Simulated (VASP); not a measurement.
# AlFe (Pm-3m) in VASP: notebook

AlFe is run at these levels: PBE; tasks: single point.

Everything below comes from runs of VASP 6.6.1. Logs are shortened: lines on timing, memory, paths and dates and some standing lists are left out, and cuts for length are marked.

### Step 1. The cell of the first run

Symmetry: Pm-3m, No. 221, cubic system. Conventional cell: a = 2.861 Å, b = 2.861 Å, c = 2.861 Å, α = 90.00°, β = 90.00°, γ = 90.00°. Al (site symmetry m-3m) has 8 Fe at 2.48 Å and 6 Al at 2.86 Å within 3.3 Å. Fe (site symmetry m-3m) has 8 Al at 2.48 Å and 6 Fe at 2.86 Å within 3.3 Å.

### Step 2. Single point, PBE, collinear spin, ferromagnetic start (volume scaled by 0.95)

Contents of INCAR:

```
SYSTEM = AlFe
PREC     = Accurate       ! precision mode
ENCUT    = 520            ! plane-wave cutoff, eV
EDIFF    = 1E-7           ! SCF threshold, eV
ISMEAR   = -1             ! smearing method
SIGMA    = 0.1            ! smearing width, eV
LREAL    = .False.        ! projectors in reciprocal space
LASPH    = .True.         ! aspherical terms in the spheres
NELM     = 150            ! most SCF steps
ALGO     = Normal         ! electronic algorithm
ISIF     = 2              ! what is computed and relaxed
LWAVE    = .False.        ! write WAVECAR
LCHARG   = .False.        ! write CHGCAR
ISPIN    = 2              ! spin polarisation
MAGMOM   = 0 3            ! initial moments
LORBIT   = 11             ! projections on sites
LMAXMIX  = 4              ! l up to which the mixer works
GGA      = PE             ! functional
NBANDS   = 16             ! bands
```

Contents of KPOINTS:

```
regular mesh
0
Gamma
  11 11 11
  0 0 0
```

Contents of POSCAR:

```
AlFe
1.0
    2.8606684360      0.0000000000      0.0000000000
    0.0000000000      2.8606684360      0.0000000000
    0.0000000000      0.0000000000      2.8606684360
Al Fe
1 1
Direct
    0.0000000000      0.0000000000      0.0000000000
    0.5000000000      0.5000000000      0.5000000000
```

Potentials or basis: VASP PAW PBE potentials, release 64 (Al, Fe).

On the command line:

```
cat potpaw_PBE.64/Al/POTCAR potpaw_PBE.64/Fe/POTCAR > POTCAR
mpirun -np 1 vasp_std > vasp.out
```

OUTCAR:

```text
SYSTEM = AlFe
   PREC = Accurate
   ENCUT = 520
   EDIFF = 1E-7
   ISMEAR = -1
   LREAL = .False.
   LASPH = .True.
   NELM = 150
   ISIF = 2
   ISPIN = 2
   LORBIT = 11
   GGA = PE

 ion  position               nearest neighbor table
   1  0.000  0.000  0.000-   2 2.48   2 2.48   2 2.48   2 2.48   2 2.48   2 2.48   2 2.48   2 2.48

   2  0.500  0.500  0.500-   1 2.48   1 2.48   1 2.48   1 2.48   1 2.48   1 2.48   1 2.48   1 2.48

  LATTYP: Found a simple cubic cell.
 ALAT       =     2.8606684360

  Lattice vectors:

 A1 = (   2.8606684360,   0.0000000000,   0.0000000000)
 A2 = (   0.0000000000,   2.8606684360,   0.0000000000)
 A3 = (   0.0000000000,   0.0000000000,   2.8606684360)

Analysis of symmetry for initial positions (statically):
=====================================================================
 Subroutine PRICEL returns:
 Original cell was already a primitive cell.

 Routine SETGRP: Setting up the symmetry group for a
 simple cubic supercell.

 Subroutine GETGRP returns: Found 48 space group operations
[... 9 lines left out ...]

 Routine SETGRP: Setting up the symmetry group for a
 simple cubic supercell.

 Subroutine GETGRP returns: Found 48 space group operations
 (whereof 48 operations were pure point group operations)
 out of a pool of 48 trial point group operations.

The dynamic configuration has the point symmetry O_h .

Analysis of structural, dynamic, and magnetic symmetry:
=====================================================================
 Subroutine PRICEL returns:
 Original cell was already a primitive cell.

 Routine SETGRP: Setting up the symmetry group for a
 simple cubic supercell.

 Subroutine GETGRP returns: Found 48 space group operations
 (whereof 48 operations were pure point group operations)
 out of a pool of 48 trial point group operations.

The overall configuration has the point symmetry O_h .

 Subroutine INISYM returns: Found 48 space group operations
[... 5 lines left out ...]
                                     Primitive cell

  volume of cell :      23.4101

  direct lattice vectors                    reciprocal lattice vectors
     2.860668436  0.000000000  0.000000000     0.349568649  0.000000000  0.000000000
     0.000000000  2.860668436  0.000000000     0.000000000  0.349568649  0.000000000
     0.000000000  0.000000000  2.860668436     0.000000000  0.000000000  0.349568649

  length of vectors
     2.860668436  2.860668436  2.860668436     0.349568649  0.349568649  0.349568649

  position of ions in fractional coordinates (direct lattice)
[... 8 lines left out ...]
----------------------------------------------------------------------------------------

 KPOINTS: regular mesh

Automatic generation of k-mesh.
 Grid dimensions read from file:
 generate k-points for:   11   11   11

 Generating k-lattice:

  Cartesian coordinates                     Fractional coordinates (reciprocal lattice)
     0.031778968  0.000000000  0.000000000     0.090909091  0.000000000  0.000000000
     0.000000000  0.031778968  0.000000000     0.000000000  0.090909091  0.000000000
     0.000000000  0.000000000  0.031778968     0.000000000  0.000000000  0.090909091

  Length of vectors
     0.031778968  0.031778968  0.031778968

  Shift w.r.t. Gamma in fractional coordinates (k-lattice)
     0.000000000  0.000000000  0.000000000

 Subroutine IBZKPT returns following result:
 ===========================================

 Found     56 irreducible k-points:

 Following reciprocal coordinates:
            Coordinates               Weight
  0.000000  0.000000  0.000000      1.000000
  0.090909  0.000000  0.000000      6.000000
  0.181818  0.000000  0.000000      6.000000
  0.272727  0.000000  0.000000      6.000000
  0.363636  0.000000  0.000000      6.000000
  0.454545  0.000000  0.000000      6.000000
[... 16 lines left out ...]
  0.181818  0.090909  0.090909     24.000000
  0.272727  0.090909  0.090909     24.000000
 [... further k-points ...]
   k-points           NKPTS =     56   k-points in BZ     NKDIM =     56   number of bands    NBANDS=     16
   number of dos      NEDOS =    301   number of ions     NIONS =      2
   total plane-waves  NPLWV =  13824
   dimension x,y,z NGX =    24 NGY =   24 NGZ =   24
   dimension x,y,z NGXF=    48 NGYF=   48 NGZF=   48
   ions per type =               1   1
   NGX,Y,Z   is equivalent  to a cutoff of  13.95, 13.95, 13.95 a.u.
   NGXF,Y,Z  is equivalent  to a cutoff of  27.89, 27.89, 27.89 a.u.
 SYSTEM =  AlFe
   PREC   = accura    normal or accurate (medium, high low for compatibility)
   ISTART =      0    job   : 0-new  1-cont  2-samecut
   ICHARG =      2    charge: 1-file 2-atom 10-const
   ISPIN  =      2    spin polarized calculation?
   LNONCOLLINEAR =      F non collinear calculations
   LSORBIT =      F    spin-orbit coupling
   LASPH  =      T    aspherical Exc in radial PAW
   ENCUT  =  520.0 eV  38.22 Ry    6.18 a.u.   5.32  5.32  5.32*2*pi/ulx,y,z
   NELM   =    150;   NELMIN=  2; NELMDL= -5     # of ELM steps
   EDIFF  = 0.1E-06   stopping-criterion for ELM
   LREAL  =      F    real-space projection
   EDIFFG = 0.1E-05   stopping-criterion for IOM
   NSW    =      0    number of steps for IOM
   IBRION =     -1    ionic relax: 0-MD 1-quasi-New 2-CG
   NFREE  =      0    steps in history (QN), initial steepest desc. (CG)
   ISIF   =      2    stress and relaxation
   ISYM   =      2    0-nonsym 1-usesym 2-fastsym
   POTIM  = 0.5000    time-step for ionic-motion
   TEBEG  =    0.0;   TEEND  =   0.0 temperature during run
   PSTRESS=    0.0 pullay stress
   NELECT =      11.0000    total number of electrons
   NUPDOWN=      -1.0000    fix difference up-down
   EMIN   =  10.00;   EMAX   =-10.00  energy-range for DOS
   EFERMI =   0.00;   METHOD = LEGACY
   ISMEAR =    -1;   SIGMA  =   0.10  broadening in eV -4-tet -1-fermi 0-gaus
   EFERMI_NEDOS =   21; number of points for ismear=-14 and -15
   IALGO  =     38    algorithm
   IMIX   =      4    mixing-type and parameters
     AMIX     =   0.40;   BMIX     =  1.00
     AMIX_MAG =   1.60;   BMIX_MAG =  1.00
  volume/ion in A,a.u.               =      11.71        78.99
  Fermi-wavevector in a.u.,A,eV,Ry     =   1.272736  2.405122 22.039479  1.619856
  Thomas-Fermi vector in A             =   2.405598
   LORBIT       =     11    0 simple, 1 ext, 2 COOP (PROOUT), +10 PAW based schemes
   GGA     = PE    functional components
   LHFCALC =     F    Hartree Fock is set to
   AEXX    =    0.0000 exact exchange contribution
   IVDW    =     0    specifies the selected vdW correction
   LEPSILON=     F    determine dielectric tensor
   LRPA    =     F    only Hartree local field effects (RPA)
 spin polarized calculation
  energy-cutoff  :      520.00
  volume of cell :       23.41
 maximum number of plane-waves:       647
 NGX is ok and might be reduce to    24
   NGX = 11   NGY = 11   NGZ = 11

 number of electron      10.9999998 magnetization       0.6799567

 Free energy of the ion-electron system (eV)
  ---------------------------------------------------
  ext. energy  EPLUGINS =         0.00000000
  ---------------------------------------------------
  free energy    TOTEN  =       -12.68153505 eV

  energy without entropy =      -12.60810852  energy(sigma->0) =      -12.64482179

 E-fermi :   8.1896     XC(G=0): -12.2142

 val. band max:        8.1690146039   @ k =   0.4545   0.2727   0.0000
 cond. band min:       8.1940698430   @ k =   0.3636   0.3636   0.3636
 fundamental gap:      0.0250552391
 Fermi energy:         8.1895715824

 spin component 1

 k-point     1 :       0.0000    0.0000    0.0000
  band No.  band energies     occupation
      1      -2.3265      1.00000
      2       5.6161      1.00000
      3       5.6161      1.00000
      4       7.8050      0.97908
      5       7.8050      0.97908
      6       7.8050      0.97908
[... 8 lines left out ...]
     15      30.1398      0.00000
     16      31.9787      0.00000

 k-point     2 :       0.0909    0.0000    0.0000
  band No.  band energies     occupation
      1      -2.1699      1.00000
      2       5.6018      1.00000
      3       5.6626      1.00000
      4       7.7126      0.99159
      5       7.7126      0.99159
      6       7.8147      0.97700
[... 8 lines left out ...]
     15      30.1273      0.00000
     16      30.3698      0.00000
[... 387 lines left out ...]
      5       7.3981      0.99963
      6       7.6663      0.99469
[... 8 lines left out ...]
     15      27.5660      0.00000
     16      30.4214      0.00000

 k-point    24 :       0.2727    0.0909    0.0909
  band No.  band energies     occupation
      1      -0.6547      1.00000
      2       5.1623      1.00000
      3       5.9778      1.00000
      4       7.1011      0.99998
      5       7.1525      0.99997
      6       7.7062      0.99210
[... 8 lines left out ...]
     15      28.6357      0.00000
     16      28.9526      0.00000

 [... further k-points ...]

 spin component 2

 k-point     1 :       0.0000    0.0000    0.0000
  band No.  band energies     occupation
      1      -2.3143      1.00000
      2       5.9758      1.00000
      3       5.9758      1.00000
      4       8.6056      0.01536
      5       8.6056      0.01536
      6       8.6056      0.01536
[... 8 lines left out ...]
     15      30.1880      0.00000
     16      31.9672      0.00000

 k-point     2 :       0.0909    0.0000    0.0000
  band No.  band energies     occupation
      1      -2.1578      1.00000
      2       5.9480      1.00000
      3       6.0263      1.00000
      4       8.4995      0.04316
      5       8.4995      0.04316
      6       8.6163      0.01382
[... 8 lines left out ...]
     15      30.1702      0.00000
     16      30.3911      0.00000
[... 387 lines left out ...]
      5       8.1381      0.62595
      6       8.4458      0.07159
[... 8 lines left out ...]
     15      27.6242      0.00000
     16      30.4520      0.00000

 k-point    24 :       0.2727    0.0909    0.0909
  band No.  band energies     occupation
      1      -0.6424      1.00000
      2       5.3735      1.00000
      3       6.3617      1.00000
      4       7.8018      0.97972
      5       7.8442      0.96934
      6       8.4907      0.04694
[... 8 lines left out ...]
     15      28.6919      0.00000
     16      29.0153      0.00000

 [... further k-points ...]
[... 5 lines left out ...]
  --------------------------------------------------------------------------------------
  -------------------------------------------------------------------------------------
  Total        0.4207919      0.4207919      0.4207919     -0.0000000      0.0000000     -0.0000000
  in kB       28.7988624     28.7988624     28.7988624     -0.0000000      0.0000000     -0.0000000
  external PRESSURE =      28.7988624 kB  Pullay stress =       0.0000000 kB

 VOLUME and BASIS-vectors are now :
 -----------------------------------------------------------------------------
  energy-cutoff  :      520.00
  volume of cell :       23.41
      direct lattice vectors                 reciprocal lattice vectors
     2.860668436  0.000000000  0.000000000     0.349568649  0.000000000  0.000000000
     0.000000000  2.860668436  0.000000000     0.000000000  0.349568649  0.000000000
     0.000000000  0.000000000  2.860668436     0.000000000  0.000000000  0.349568649

 POSITION                                       TOTAL-FORCE (eV/Angst)
 -----------------------------------------------------------------------------------
      0.00000      0.00000      0.00000         0.000000      0.000000      0.000000
      1.43033      1.43033      1.43033         0.000000      0.000000      0.000000
 -----------------------------------------------------------------------------------
    total drift:                                0.000000     -0.000000     -0.000000

  FREE ENERGIE OF THE ION-ELECTRON SYSTEM (eV)
  ---------------------------------------------------
  free  energy   TOTEN  =       -12.6815350543 eV

  energy  without entropy=      -12.6081085165  energy(sigma->0) =      -12.64482179

 total charge

# of ion       s       p       d       tot
------------------------------------------
    1        0.402   0.443   0.000   0.845
    2        0.436   0.514   6.496   7.447
--------------------------------------------------
tot          0.838   0.958   6.496   8.292

 magnetization (x)

# of ion       s       p       d       tot
------------------------------------------
    1       -0.008  -0.015   0.000  -0.023
    2        0.001   0.008   0.705   0.714
--------------------------------------------------
tot         -0.007  -0.007   0.705   0.692
```

Run time: 18 s. Hardware: 1 thread of Intel Xeon Platinum 8559C (Emerald Rapids), shared host; peak memory 0.16 GiB.

What came out:

```yaml
Free_energy: -12.6815 eV
Pressure: 2.9 GPa
Net_moment: 0.68 μB per cell
Site_moments: Al -0.02; Fe +0.71 μB
Valence_electrons_inside_the_program's_atomic_spheres: Al 0.84; Fe 7.45
```

[end of part 1 of 2]
